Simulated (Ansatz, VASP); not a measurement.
**Mo in VASP and in Ansatz**

INCAR

```
SYSTEM = Mo
ALGO = Normal
EDIFF = 1E-6
ENCUT = 520
GGA = PE
ISIF = 2
ISMEAR = -1
LASPH = .TRUE.
LCHARG = .TRUE.
LELF = .TRUE.
LREAL = .FALSE.
LVHAR = .TRUE.
LWAVE = .FALSE.
NBANDS = 21
NELM = 80
PREC = Accurate
SIGMA = 0.05
```

The input KPOINTS:

```
k-points
0
G
  11 11 11
  0 0 0
```

POSCAR

```
Mo
1.0
    0.0000000000      2.7958218595      2.7958218595
    2.7958218595      0.0000000000      2.7958218595
    2.7958218595      2.7958218595      0.0000000000
Mo
2
Direct
    0.0000000000      0.0000000000      0.0000000000
    0.2500000000      0.2500000000      0.2500000000
```

Input for Ansatz:

```yaml
crystal:
  lattice:
    - [0.0, 2.7958218595, 2.7958218595]
    - [2.7958218595, 0.0, 2.7958218595]
    - [2.7958218595, 2.7958218595, 0.0]
  atoms:
    - { symbol: Mo, position: [0.0, 0.0, 0.0] }
    - { symbol: Mo, position: [0.25, 0.25, 0.25] }
kpoints:
  mp_grid: { grid: [11, 11, 11] }
scf:
  occupations: { method: fermi_dirac, width: 0.05 }
hamiltonian:
  xc: pbe
  pseudopotentials: { kind: all_electron, lapw: { basis_error: 0.00025 } }
output:
  forces: true
  stress: true
  eigenvalues: true
```

Change from the starting cell: volume scaled by 0.95.

Alike in both runs: task single point; functional PBE; k mesh 11 × 11 × 11; occupations fermi-dirac, width 0.05 eV; no spin polarisation.

|  | VASP | Ansatz |
| --- | --- | --- |
| version | VASP 6.6.1 | Ansatz 0.2.0 |
| potentials or method | VASP PAW PBE potentials, release 64 (Mo_sv), cutoff 520 eV | all-electron LAPW, scalar-relativistic |

```tsv
	VASP	Ansatz	Ansatz less VASP
pressure (GPa)	6.5	6.0	-0.52
```

Ansatz ran all-electron here, and VASP with PAW potentials.
